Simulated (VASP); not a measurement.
# WC3 (Pm-3m) in VASP: notebook

Runs on WC3. Level: PBE. Tasks: single point, relaxation of cell and atoms.

Everything below comes from runs of VASP 6.6.1. Logs are shortened: lines on timing, memory, paths and dates and some standing lists are left out, and cuts for length are marked.

## 1. The cell of the first run

It takes space group Pm-3m (No. 221, cubic). The conventional cell has a = 3.250 Å, b = 3.250 Å, c = 3.250 Å, α = 90.00°, β = 90.00°, γ = 90.00°. Within 3.0 Å of W (site symmetry m-3m) lie 12 C at 2.30 Å. C (site symmetry 4/mmm) has 4 W at 2.30 Å and 8 C at 2.30 Å within 3.0 Å.

## 2. Single point, PBE

Input file INCAR:

```
SYSTEM = WC3
  PREC = Accurate
  ENCUT = 520
  EDIFF = 1E-6
  ISMEAR = 0
  SIGMA = 0.1
  LREAL = .FALSE.
  LASPH = .TRUE.
  NELM = 60
  ALGO = Normal
  ISIF = 2
  LWAVE = .FALSE.
  LCHARG = .FALSE.
  GGA = PE
  NBANDS = 21
```

Input file KPOINTS:

```
regular mesh
0
G
  14 14 14
  0 0 0
```

Input file POSCAR:

```
WC3
1.0
    3.2498929711      0.0000000000      0.0000000000
    0.0000000000      3.2498929711      0.0000000000
    0.0000000000      0.0000000000      3.2498929711
W C
1 3
Direct
    0.0000000000      0.0000000000      0.0000000000
    0.0000000000      0.5000000000      0.5000000000
    0.5000000000      0.0000000000      0.5000000000
    0.5000000000      0.5000000000      0.0000000000
```

Potentials or basis: VASP PAW PBE potentials, release 64 (W_sv, C).

Command:

```bash
cat potpaw_PBE.64/W_sv/POTCAR potpaw_PBE.64/C/POTCAR > POTCAR
mpirun -np 1 vasp_std > vasp.out
```

OUTCAR:

```text
SYSTEM = WC3
   PREC = Accurate
   ENCUT = 520
   EDIFF = 1E-6
   ISMEAR = 0
   LREAL = .FALSE.
   LASPH = .TRUE.
   NELM = 60
   ISIF = 2
   GGA = PE

 ion  position               nearest neighbor table
   1  0.000  0.000  0.000-   2 2.30   3 2.30   4 2.30   2 2.30   3 2.30   2 2.30   4 2.30   2 2.30
                             3 2.30   4 2.30   3 2.30   4 2.30
   2  0.000  0.500  0.500-   1 2.30   1 2.30   1 2.30   1 2.30
   3  0.500  0.000  0.500-   1 2.30   1 2.30   1 2.30   1 2.30
   4  0.500  0.500  0.000-   1 2.30   1 2.30   1 2.30   1 2.30

  LATTYP: Found a simple cubic cell.
 ALAT       =     3.2498929711

  Lattice vectors:

 A1 = (   3.2498929711,   0.0000000000,   0.0000000000)
 A2 = (   0.0000000000,   3.2498929711,   0.0000000000)
 A3 = (   0.0000000000,   0.0000000000,   3.2498929711)

Analysis of symmetry for initial positions (statically):
=====================================================================
 Subroutine PRICEL returns:
 Original cell was already a primitive cell.

 Routine SETGRP: Setting up the symmetry group for a
 simple cubic supercell.

 Subroutine GETGRP returns: Found 48 space group operations
 (whereof 48 operations were pure point group operations)
 out of a pool of 48 trial point group operations.

The static configuration has the point symmetry O_h .

Analysis of symmetry for dynamics (positions and initial velocities):
=====================================================================
 Subroutine PRICEL returns:
 Original cell was already a primitive cell.

 Routine SETGRP: Setting up the symmetry group for a
 simple cubic supercell.

 Subroutine GETGRP returns: Found 48 space group operations
 (whereof 48 operations were pure point group operations)
 out of a pool of 48 trial point group operations.

The dynamic configuration has the point symmetry O_h .

 Subroutine INISYM returns: Found 48 space group operations
 (whereof 48 operations are pure point group operations),
 and found     1 'primitive' translations

----------------------------------------------------------------------------------------

                                     Primitive cell

  volume of cell :      34.3247

  direct lattice vectors                    reciprocal lattice vectors
     3.249892971  0.000000000  0.000000000     0.307702441  0.000000000  0.000000000
     0.000000000  3.249892971  0.000000000     0.000000000  0.307702441  0.000000000
     0.000000000  0.000000000  3.249892971     0.000000000  0.000000000  0.307702441

  length of vectors
     3.249892971  3.249892971  3.249892971     0.307702441  0.307702441  0.307702441

  position of ions in fractional coordinates (direct lattice)
     0.000000000  0.000000000  0.000000000
     0.000000000  0.500000000  0.500000000
     0.500000000  0.000000000  0.500000000
     0.500000000  0.500000000  0.000000000

  ion indices of the primitive-cell ions
   primitive index   ion index
                 1           1
                 2           2
                 3           3
                 4           4

----------------------------------------------------------------------------------------

 KPOINTS: regular mesh

Automatic generation of k-mesh.
 Grid dimensions read from file:
 generate k-points for:   14   14   14

 Generating k-lattice:

  Cartesian coordinates                     Fractional coordinates (reciprocal lattice)
     0.021978746  0.000000000  0.000000000     0.071428571  0.000000000  0.000000000
     0.000000000  0.021978746  0.000000000     0.000000000  0.071428571  0.000000000
     0.000000000  0.000000000  0.021978746     0.000000000  0.000000000  0.071428571

  Length of vectors
     0.021978746  0.021978746  0.021978746

  Shift w.r.t. Gamma in fractional coordinates (k-lattice)
     0.000000000  0.000000000  0.000000000

 Subroutine IBZKPT returns following result:
 ===========================================

 Found    120 irreducible k-points:

 Following reciprocal coordinates:
            Coordinates               Weight
  0.000000  0.000000  0.000000      1.000000
  0.071429  0.000000  0.000000      6.000000
  0.142857  0.000000  0.000000      6.000000
  0.214286  0.000000  0.000000      6.000000
  0.285714  0.000000  0.000000      6.000000
  0.357143  0.000000  0.000000      6.000000
[... 16 lines left out ...]
  0.285714  0.214286  0.000000     24.000000
  0.357143  0.214286  0.000000     24.000000
 [... further k-points ...]
   k-points           NKPTS =    120   k-points in BZ     NKDIM =    120   number of bands    NBANDS=     21
   number of dos      NEDOS =    301   number of ions     NIONS =      4
   total plane-waves  NPLWV =  13824
   dimension x,y,z NGX =    24 NGY =   24 NGZ =   24
   dimension x,y,z NGXF=    48 NGYF=   48 NGZF=   48
   ions per type =               1   3
   NGX,Y,Z   is equivalent  to a cutoff of  12.28, 12.28, 12.28 a.u.
   NGXF,Y,Z  is equivalent  to a cutoff of  24.55, 24.55, 24.55 a.u.
 SYSTEM =  WC3
   PREC   = accura    normal or accurate (medium, high low for compatibility)
   ISTART =      0    job   : 0-new  1-cont  2-samecut
   ICHARG =      2    charge: 1-file 2-atom 10-const
   ISPIN  =      1    spin polarized calculation?
   LNONCOLLINEAR =      F non collinear calculations
   LSORBIT =      F    spin-orbit coupling
   LASPH  =      T    aspherical Exc in radial PAW
   ENCUT  =  520.0 eV  38.22 Ry    6.18 a.u.   6.04  6.04  6.04*2*pi/ulx,y,z
   NELM   =     60;   NELMIN=  2; NELMDL= -5     # of ELM steps
   EDIFF  = 0.1E-05   stopping-criterion for ELM
   LREAL  =      F    real-space projection
   EDIFFG = 0.1E-04   stopping-criterion for IOM
   NSW    =      0    number of steps for IOM
   IBRION =     -1    ionic relax: 0-MD 1-quasi-New 2-CG
   NFREE  =      0    steps in history (QN), initial steepest desc. (CG)
   ISIF   =      2    stress and relaxation
   ISYM   =      2    0-nonsym 1-usesym 2-fastsym
   POTIM  = 0.5000    time-step for ionic-motion
   TEBEG  =    0.0;   TEEND  =   0.0 temperature during run
   PSTRESS=    0.0 pullay stress
   NELECT =      26.0000    total number of electrons
   NUPDOWN=      -1.0000    fix difference up-down
   EMIN   =  10.00;   EMAX   =-10.00  energy-range for DOS
   EFERMI =   0.00;   METHOD = LEGACY
   ISMEAR =     0;   SIGMA  =   0.10  broadening in eV -4-tet -1-fermi 0-gaus
   EFERMI_NEDOS =   21; number of points for ismear=-14 and -15
   IALGO  =     38    algorithm
   IMIX   =      4    mixing-type and parameters
     AMIX     =   0.40;   BMIX     =  1.00
     AMIX_MAG =   1.60;   BMIX_MAG =  1.00
  volume/ion in A,a.u.               =       8.58        57.91
  Fermi-wavevector in a.u.,A,eV,Ry     =   1.492325  2.820086 30.300655  2.227035
  Thomas-Fermi vector in A             =   2.604868
   LORBIT       =      0    0 simple, 1 ext, 2 COOP (PROOUT), +10 PAW based schemes
   GGA     = PE    functional components
   LHFCALC =     F    Hartree Fock is set to
   AEXX    =    0.0000 exact exchange contribution
   IVDW    =     0    specifies the selected vdW correction
   LEPSILON=     F    determine dielectric tensor
   LRPA    =     F    only Hartree local field effects (RPA)
 non-spin polarized calculation
 Gauss-broadening in eV      SIGMA  =   0.10
  energy-cutoff  :      520.00
  volume of cell :       34.32
 maximum number of plane-waves:       952
   NGX = 13   NGY = 13   NGZ = 13

 number of electron      26.0000002 magnetization

 Free energy of the ion-electron system (eV)
  ---------------------------------------------------
  ext. energy  EPLUGINS =         0.00000000
  ---------------------------------------------------
  free energy    TOTEN  =       -30.61267206 eV

  energy without entropy =      -30.60164358  energy(sigma->0) =      -30.60715782

 E-fermi :  10.7582     XC(G=0): -13.5100

 val. band max:       10.7519251822   @ k =   0.5000   0.5000   0.0714
 cond. band min:      10.7727707692   @ k =   0.5000   0.4286   0.1429
 fundamental gap:      0.0208455870
 Fermi energy:        10.7581803072

 k-point     1 :       0.0000    0.0000    0.0000
  band No.  band energies     occupation
      1     -64.7590      2.00000
      2     -28.8814      2.00000
      3     -28.8814      2.00000
      4     -28.8814      2.00000
      5      -6.5591      2.00000
      6       1.7042      2.00000
[... 13 lines left out ...]
     20      15.2904      0.00000
     21      15.2904      0.00000

 k-point     2 :       0.0714    0.0000    0.0000
  band No.  band energies     occupation
      1     -64.7587      2.00000
      2     -28.8917      2.00000
      3     -28.8803      2.00000
      4     -28.8803      2.00000
      5      -6.4830      2.00000
      6       1.5147      2.00000
[... 13 lines left out ...]
     20      15.1926      0.00000
     21      15.1926      0.00000

 k-point     3 :       0.1429    0.0000    0.0000
  band No.  band energies     occupation
      1     -64.7578      2.00000
      2     -28.9205      2.00000
      3     -28.8771      2.00000
      4     -28.8771      2.00000
      5      -6.2578      2.00000
      6       0.9961      2.00000
[... 13 lines left out ...]
     20      14.9514      0.00000
     21      14.9514      0.00000

 k-point     4 :       0.2143    0.0000    0.0000
  band No.  band energies     occupation
      1     -64.7566      2.00000
      2     -28.9619      2.00000
      3     -28.8726      2.00000
      4     -28.8726      2.00000
      5      -5.8915      2.00000
      6       0.2553      2.00000
[... 13 lines left out ...]
     20      14.8945      0.00000
     21      15.1781      0.00000

 k-point     5 :       0.2857    0.0000    0.0000
  band No.  band energies     occupation
      1     -64.7551      2.00000
      2     -29.0074      2.00000
      3     -28.8675      2.00000
      4     -28.8675      2.00000
      5      -5.3964      2.00000
      6      -0.6051      2.00000
[... 13 lines left out ...]
     20      15.7390      0.00000
     21      16.1460      0.00000

 k-point     6 :       0.3571    0.0000    0.0000
  band No.  band energies     occupation
      1     -64.7538      2.00000
      2     -29.0481      2.00000
      3     -28.8629      2.00000
      4     -28.8629      2.00000
      5      -4.7871      2.00000
      6      -1.5090      2.00000
[... 13 lines left out ...]
     20      16.8274      0.00000
     21      16.9121      0.00000

 k-point     7 :       0.4286    0.0000    0.0000
  band No.  band energies     occupation
      1     -64.7529      2.00000
      2     -29.0761      2.00000
      3     -28.8598      2.00000
      4     -28.8598      2.00000
      5      -4.0820      2.00000
      6      -2.4026      2.00000
[... 13 lines left out ...]
     20      17.6730      0.00000
     21      17.6730      0.00000
[... 291 lines left out ...]
      1     -64.7518      2.00000
      2     -29.0709      2.00000
      3     -28.8979      2.00000
      4     -28.8557      2.00000
      5      -3.8699      2.00000
      6      -2.1805      2.00000
[... 13 lines left out ...]
     20      17.4388      0.00000
     21      17.6328      0.00000

 k-point    21 :       0.5000    0.1429    0.0000
  band No.  band energies     occupation
      1     -64.7515      2.00000
      2     -29.0808      2.00000
      3     -28.8967      2.00000
      4     -28.8546      2.00000
      5      -3.3115      2.00000
      6      -2.8043      2.00000
[... 13 lines left out ...]
     20      17.1999      0.00000
     21      17.9592      0.00000

 k-point    22 :       0.2143    0.2143    0.0000
  band No.  band energies     occupation
      1     -64.7541      2.00000
      2     -28.9541      2.00000
      3     -28.9504      2.00000
      4     -28.8639      2.00000
      5      -5.2677      2.00000
      6       0.4940      2.00000
[... 13 lines left out ...]
     20      15.1384      0.00000
     21      16.5215      0.00000

 k-point    23 :       0.2857    0.2143    0.0000
  band No.  band energies     occupation
      1     -64.7527      2.00000
      2     -28.9974      2.00000
      3     -28.9466      2.00000
      4     -28.8590      2.00000
      5      -4.8095      2.00000
      6      -0.2195      2.00000
[... 13 lines left out ...]
     20      15.7343      0.00000
     21      16.9237      0.00000

 k-point    24 :       0.3571    0.2143    0.0000
  band No.  band energies     occupation
      1     -64.7514      2.00000
      2     -29.0376      2.00000
      3     -28.9417      2.00000
      4     -28.8545      2.00000
      5      -4.2528      2.00000
      6      -1.0846      2.00000
[... 13 lines left out ...]
     20      16.7787      0.00000
     21      17.1280      0.00000

 [... further k-points ...]
[... 5 lines left out ...]
  --------------------------------------------------------------------------------------
  -------------------------------------------------------------------------------------
  Total        0.1677403      0.1677403      0.1677403      0.0000000     -0.0000000      0.0000000
  in kB        7.8296221      7.8296221      7.8296221      0.0000000     -0.0000000      0.0000000
  external PRESSURE =       7.8296221 kB  Pullay stress =       0.0000000 kB

 VOLUME and BASIS-vectors are now :
 -----------------------------------------------------------------------------
  energy-cutoff  :      520.00
  volume of cell :       34.32
      direct lattice vectors                 reciprocal lattice vectors
     3.249892971  0.000000000  0.000000000     0.307702441  0.000000000  0.000000000
     0.000000000  3.249892971  0.000000000     0.000000000  0.307702441  0.000000000
     0.000000000  0.000000000  3.249892971     0.000000000  0.000000000  0.307702441

 POSITION                                       TOTAL-FORCE (eV/Angst)
 -----------------------------------------------------------------------------------
      0.00000      0.00000      0.00000         0.000000      0.000000      0.000000
      0.00000      1.62495      1.62495         0.000000      0.000000      0.000000
      1.62495      0.00000      1.62495         0.000000      0.000000      0.000000
      1.62495      1.62495      0.00000         0.000000      0.000000      0.000000
 -----------------------------------------------------------------------------------
    total drift:                                0.000000     -0.000000     -0.000000

  FREE ENERGIE OF THE ION-ELECTRON SYSTEM (eV)
  ---------------------------------------------------
  free  energy   TOTEN  =       -30.6126720619 eV

  energy  without entropy=      -30.6016435785  energy(sigma->0) =      -30.60715782
```

Wall time 24 s (1 thread of Intel Xeon Platinum 8488C (Sapphire Rapids), shared host); peak memory 0.19 GiB.

Results:

| Property | Result |
| --- | --- |
| Free energy | -30.6127 eV |
| Pressure | 0.8 GPa |
| Band gap on the k mesh | zero (band 13 reaches 12.29 eV, above the bottom of band 14 at 10.02 eV) |

Levels at points of the mesh, in eV from the Fermi level:
```
           k point  band 10  band 11  band 12  band 13  band 14  band 15  band 16  band 17
(0.00, 0.00, 0.00)    -5.35    -0.50    -0.50    -0.50     0.29     0.29     0.29     1.41
(0.50, 0.00, 0.00)    -6.34    -1.65    -1.65    -1.20    -0.21     0.57     2.03     2.03
(0.50, 0.50, 0.00)    -5.33    -1.82    -1.04    -0.35    -0.35    -0.03     1.33     3.64
(0.50, 0.50, 0.50)    -6.19    -6.19     1.37     1.37     3.85     3.85     3.85     3.93
```

Caveat: spin-orbit coupling is left out, which moves the levels of the heavy elements.

(Part 1 of 2 ends here.)
